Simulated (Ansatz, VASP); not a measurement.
**SnO2: VASP beside Ansatz**

```
Sn O
1.0
     1.60540    0.92688    4.05753
    -1.60540    0.92688    4.05753
     0.00000   -1.85375    4.05753
Sn O
1 2
Direct
  0.50000 0.50000 0.50000
  0.24144 0.24144 0.24144
  0.75856 0.75856 0.75856
```

Alike in both runs: task single point; functional PBEsol; k mesh 12 × 12 × 12; occupations gaussian, width 0.05 eV; no spin polarisation.

|  | VASP | Ansatz |
| --- | --- | --- |
| version | VASP 6.6.1 | Ansatz 0.2.0 |
| potentials or method | VASP PAW PBE potentials, release 64 (Sn_d, O), cutoff 520 eV | scalar-relativistic, plane waves, PAW |
| valence electrons in the cell | 26 | 26 |

|  | VASP | Ansatz | Ansatz less VASP |
| --- | --- | --- | --- |
| gap on the k mesh at the Fermi level (eV) | 1.82 | 1.83 | +0.014 |
| least direct gap on the mesh (eV) | 1.86 | 1.87 | +0.009 |
| pressure (GPa) | 10.9 | 9.9 | -0.94 |
| traceless stress, the component that is largest in VASP (GPa) | -1.16 | -0.50 | +0.653 |
| rms of the force components (eV/Å) | 0.508 | 0.477 | -0.0313 |

VASP's potentials were made for PBE, not for PBEsol, and Ansatz warns of the same on its side. Atom by atom the forces differ by 0.031 eV/Å (rms over components). With one functional, cell and mesh, what is left measures potentials, basis and numerics.
